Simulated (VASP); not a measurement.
Pb: relaxation of cell and atoms with PBE

Pb:

```
CELL_PARAMETERS angstrom
-1.59607 1.59607 1.59607
1.59607 -1.59607 1.59607
1.59607 1.59607 -1.59607
ATOMIC_POSITIONS crystal
Pb 0.00000 0.00000 0.00000
```

```
Program                : VASP 6.6.1
Task                   : relaxation of cell and atoms
Functional             : PBE
Potentials or basis    : VASP PAW PBE potentials, release 64 (Pb_d)
Cutoff                 : 600 eV
k mesh                 : 17 × 17 × 17
Occupations            : fermi-dirac, width 0.08 eV
Spin                   : no spin polarisation
Target pressure        : 140 GPa
Dipole correction      : no
Further INCAR settings : ALGO = Normal; EDIFF = 1e-07; IBRION = 2; EDIFFG = -0.005; NSW = 60; ISIF = 3
```

The relaxed volume is 16.21 Å³/atom, the relaxed cell is a = 2.761 Å, b = 2.761 Å, c = 2.761 Å, α = 109.47°, β = 109.47°, γ = 109.47° and the space group after relaxing (to 0.05 Å) is Im-3m (No. 229). The energy change on relaxing (the enthalpy is what falls) is +50.2 meV/atom, the ionic steps are 3 and the pressure after relaxing is 140.0 GPa. The band gap on the k mesh is zero (band 7 reaches 28.02 eV, above the bottom of band 8 at 13.18 eV).

The path:
| step | energy change (eV) | largest force (eV/Å) | pressure (GPa) | volume (Å³) |
| --- | --- | --- | --- | --- |
| 1 | 0.0000 | 0.0000 | 137.99 | 16.26 |
| 2 | 0.4357 | 0.0000 | 155.38 | 15.79 |
| 3 | 0.0502 | 0.0000 | 139.97 | 16.21 |

Final structure:
```
Pb
1.0
    -1.59417    1.59417    1.59417
     1.59417   -1.59417    1.59417
     1.59417    1.59417   -1.59417
Pb
1
Direct
  0.00000 0.00000 0.00000
```

Levels at points of the mesh, in eV from the Fermi level:
```tsv
k point	band 5	band 6	band 7	band 8	band 9	band 10
(0.00, 0.00, 0.00)	-17.99	-17.99	10.66	10.66	10.66	15.00
```

Run time: 27 s on 1 thread of Intel(R) Xeon(R) 6975P-C (Granite Rapids) (shared host), peak memory 0.17 GiB.

Caveat: the cell is relaxed towards a set pressure, so the enthalpy falls and the energy may rise; spin-orbit coupling is left out, which moves the levels of the heavy elements.
